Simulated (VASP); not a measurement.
# C (P6/mmm) in VASP: a series of runs, part 3 of 3

VASP 6.6.1. Earlier steps stand in the parts before.

## Step 7: Relaxation of cell and atoms, PBE, target pressure 49 GPa, at which the enthalpy is minimised

The input, INCAR:

```
ALGO = Normal ; EDIFF = 1E-7
EDIFFG = -0.005 ; ENCUT = 600
GGA = PE ; IBRION = 2
ISIF = 3 ; ISMEAR = -1
LASPH = T ; LCHARG = F
LREAL = F ; LWAVE = F
NELM = 60 ; NSW = 32
PREC = Accurate ; PSTRESS = 490.0
SIGMA = 0.08
```

The input, KPOINTS:

```
k-points
0
Gamma
  12 12 16
```

The input, POSCAR:

```
C
1.0
    4.5474834771      0.0000000000      0.0000000000
   -2.2737417385      3.9382362144      0.0000000000
    0.0000000000      0.0000000000      1.2568516893
C
3
Direct
    0.0000000000      0.0000000000      0.0000000000
    0.3333333333      0.6666666667      0.5000000000
    0.6666666667      0.3333333333      0.5000000000
```

Potentials or basis: VASP PAW PBE potentials, release 64 (C).

Command:

```bash
cat potpaw_PBE.64/C/POTCAR > POTCAR
mpirun -np 1 vasp_std > vasp.out
```

OUTCAR:

```text
EDIFF = 1E-7
   EDIFFG = -0.005
   ENCUT = 600
   GGA = PE
   IBRION = 2
   ISIF = 3
   ISMEAR = -1
   LASPH = T
   LREAL = F
   NELM = 60
   NSW = 32
   PREC = Accurate
   PSTRESS = 490.0

 ion  position               nearest neighbor table
   1  0.000  0.000  0.000-
   2  0.333  0.667  0.500-
   3  0.667  0.333  0.500-

  LATTYP: Found a hexagonal cell.
 ALAT       =     4.5474834771
 C/A-ratio  =     0.2763840035

  Lattice vectors:

 A1 = (   4.5474834771,   0.0000000000,   0.0000000000)
 A2 = (  -2.2737417385,   3.9382362144,   0.0000000000)
 A3 = (   0.0000000000,   0.0000000000,   1.2568516893)

Analysis of symmetry for initial positions (statically):
=====================================================================
 Subroutine PRICEL returns:
 Original cell was already a primitive cell.

 Routine SETGRP: Setting up the symmetry group for a
 hexagonal supercell.

 Subroutine GETGRP returns: Found 24 space group operations
[... 174 lines left out ...]
  -------------------------------------------------------------------------------------
  Total        6.8314264      6.8314264      6.6890822      0.0000000     -0.0000000     -0.0000000
  in kB      486.2560880    486.2560880    476.1241313      0.0000000     -0.0000000     -0.0000000
  external PRESSURE =      -7.1212309 kB  Pullay stress =     490.0000000 kB
[... 104 lines left out ...]
--------------------------------------- Ionic step        4  -------------------------------------------

 number of electron      12.0000000 magnetization

 Free energy of the ion-electron system (eV)
  ---------------------------------------------------
  ext. energy  EPLUGINS =         0.00000000
  ---------------------------------------------------
  free energy    TOTEN  =       -23.04078853 eV

  energy without entropy =      -23.02549670  energy(sigma->0) =      -23.03314262

 E-fermi :   5.8847     XC(G=0): -11.6391

 val. band max:        5.8694435727   @ k =   0.3333   0.0000   0.1875
 cond. band min:       5.9152447002   @ k =   0.2500   0.1667   0.1875
 fundamental gap:      0.0458011275
 Fermi energy:         5.8846972608

 k-point     1 :       0.0000    0.0000    0.0000
  band No.  band energies     occupation
      1     -13.1521      2.00000
      2      -9.8852      2.00000
      3      -9.8834      2.00000
      4      -1.7460      2.00000
      5      -1.7460      2.00000
      6      -1.7460      2.00000
      7      -1.7460      2.00000
      8       3.4929      2.00000
      9       3.4929      2.00000
     10      16.2784      0.00000
[... 287 lines left out ...]
 k-point    24 :       0.3333    0.0000    0.0625
  band No.  band energies     occupation
      1     -12.2390      2.00000
      2     -10.6173      2.00000
      3     -10.0448      2.00000
      4      -2.8714      2.00000
      5      -1.4039      2.00000
      6       1.0486      2.00000
      7       1.5874      2.00000
      8       1.6008      2.00000
      9       3.1466      2.00000
     10      16.8647      0.00000

 [... further k-points ...]

------------------------ aborting loop because EDIFF is reached ----------------------------------------

  FORCE on cell =-STRESS in cart. coord.  units (eV):
  Direction    XX          YY          ZZ          XY          YZ          ZX
  --------------------------------------------------------------------------------------
  -------------------------------------------------------------------------------------
  Total        6.8602261      6.8602261      6.8812768      0.0000000      0.0000000      0.0000000
  in kB      489.2303111    489.2303110    490.7315173      0.0000000      0.0000000      0.0000000
  external PRESSURE =      -0.2692869 kB  Pullay stress =     490.0000000 kB
[... 22 lines left out ...]
  energy  without entropy=      -23.0254967033  energy(sigma->0) =      -23.03314262

  enthalpy is  TOTEN    =       -16.1697694694 eV   P V=        6.8710190629

 reached required accuracy - stopping structural energy minimisation
```

OSZICAR:

```text
N       E                     dE             d eps       ncg     rms          rms(c)
DAV:   1     0.254448367124E+02    0.25445E+02   -0.74741E+03  3436   0.128E+03
[... 25 lines left out ...]
DAV:   6    -0.230479746620E+02    0.28093E-08   -0.67876E-09  2058   0.873E-04
   3 F= -.16169740E+02 E0= -.16162085E+02  d E =-.625391E-04
       N       E                     dE             d eps       ncg     rms          rms(c)
DAV:   1    -0.230408644731E+02    0.71102E-02   -0.22917E-03  3440   0.431E-01    0.435E-02
DAV:   2    -0.230408056177E+02    0.58855E-04   -0.78740E-05  3486   0.786E-02    0.208E-02
DAV:   3    -0.230407884869E+02    0.17131E-04   -0.56792E-05  3492   0.585E-02    0.556E-03
DAV:   4    -0.230407885323E+02   -0.45374E-07   -0.70121E-07  4332   0.787E-03
   4 F= -.16169769E+02 E0= -.16162124E+02  d E =-.297334E-04
```

CONTCAR:

```text
C
   1.00000000000000
     4.5442539694509501    0.0000000000070643    0.0000000000000000
    -2.2721269846693923    3.9354393787163775    0.0000000000000000
    -0.0000000000000000    0.0000000000000000    1.2562608730179396
  C
     3
Direct
     0.0000000000000000    0.0000000000000000    0.0000000000000000
     0.3333333332999970    0.6666666667000030    0.5000000000000000
     0.6666666667000030    0.3333333332999970    0.5000000000000000

  0.00000000E+00  0.00000000E+00  0.00000000E+00
  0.00000000E+00  0.00000000E+00  0.00000000E+00
  0.00000000E+00  0.00000000E+00  0.00000000E+00
```

It took 91 s on 1 thread of AMD EPYC 7R13, shared host; peak memory 0.13 GiB.

Results:

| Property | Result |
| --- | --- |
| Free energy | -23.0408 eV |
| Relaxed volume | 7.49 Å³/atom |
| Relaxed cell | a = 4.544 Å, b = 4.544 Å, c = 1.256 Å, α = 90.00°, β = 90.00°, γ = 120.00° |
| Space group after relaxing (to 0.1 Å) | P6/mmm (No. 191) |
| Energy change on relaxing (the run minimises the enthalpy) | +4.3 meV/atom |
| Ionic steps | 4 |
| Pressure after relaxing | 49.0 GPa |
| Band gap on the k mesh | zero (bands 6 and 7 overlap by 18.08 eV) |

The path:
```csv
step,energy change (eV),largest force (eV/Å),pressure (GPa),volume (Å³)
1,0.0000,0.0000,48.29,22.51
2,0.0345,0.0000,51.69,22.40
3,0.0057,0.0000,48.88,22.49
4,0.0129,0.0000,48.97,22.47
```

Final structure:
```xyz
3
Lattice="4.5443 0.0000 0.0000 -2.2721 3.9354 0.0000 0.0000 0.0000 1.2563" Properties=species:S:1:pos:R:3 pbc="T T T"
C     0.0000    0.0000    0.0000
C     0.0000    2.6236    0.6281
C     2.2721    1.3118    0.6281
```

Levels at points of the mesh, in eV from the Fermi level:
```
           k point  band 3  band 4  band 5  band 6  band 7  band 8  band 9  band 10
(0.00, 0.00, 0.00)  -15.77   -7.63   -7.63   -7.63   -7.63   -2.39   -2.39    10.39
(0.50, 0.00, 0.00)  -16.21   -9.31   -6.30   -6.30   -3.99   -3.99   -3.89     9.53
(0.00, 0.00, 0.50)   -9.31    7.53    8.96   10.45   10.45   10.73   11.20    11.20
(0.50, 0.00, 0.50)   -9.46    7.97    8.77    8.83   10.08   11.09   11.26    11.64
```

Caveat: the cell is relaxed towards a set pressure, so the run minimises the enthalpy, not the energy.

## Step 8: The runs side by side

```csv
task,cell,k mesh,cutoff (eV),gap on the mesh (eV),pressure (GPa)
single point,"a = 4.547, b = 4.547, c = 1.257 Å, angles 90.0, 90.0, 120.0°, 3 atoms, atomic positions A",12 × 12 × 16,520,none,48.7
single point,"a = 4.548, b = 4.548, c = 1.256 Å, angles 90.0, 90.0, 120.0°, 3 atoms, atomic positions A",12 × 12 × 16,520,none,49.1
relaxation of cell and atoms,"relaxed to 49 GPa from a = 1.930, b = 1.930, c = 1.545 Å, angles 90.0, 90.0, 120.0°, 1 atom, atomic positions B",23 × 23 × 21,600,none,49.0
relaxation of cell and atoms,"relaxed to 49 GPa from a = 1.948, b = 1.948, c = 1.831 Å, angles 90.0, 90.0, 120.0°, 1 atom, atomic positions B",23 × 23 × 21,600,none,48.9
relaxation of cell and atoms,"relaxed to 49 GPa from a = 3.201, b = 3.201, c = 1.985 Å, angles 90.0, 90.0, 120.0°, 3 atoms, atomic positions A",12 × 12 × 16,600,none,49.0
relaxation of cell and atoms,"relaxed to 49 GPa from a = 4.547, b = 4.547, c = 1.257 Å, angles 90.0, 90.0, 120.0°, 3 atoms, atomic positions A",12 × 12 × 16,600,none,49.0
```

Alike in all rows: level PBE; potentials or basis VASP PAW PBE potentials, release 64 (C); no spin polarisation; smearing fermi-dirac 0.08 eV.

Caveats: the cell is relaxed towards a set pressure, so the run minimises the enthalpy, not the energy (at least some runs); the cell stands under pressure (at least some runs); the volume moved by over 15 % at a fixed basis, so the end points are rough (at least some runs).

Absolute energies hang on the potentials; compare differences alone.

The gap in the log of VASP goes by the Fermi energy; the results here count the filled bands.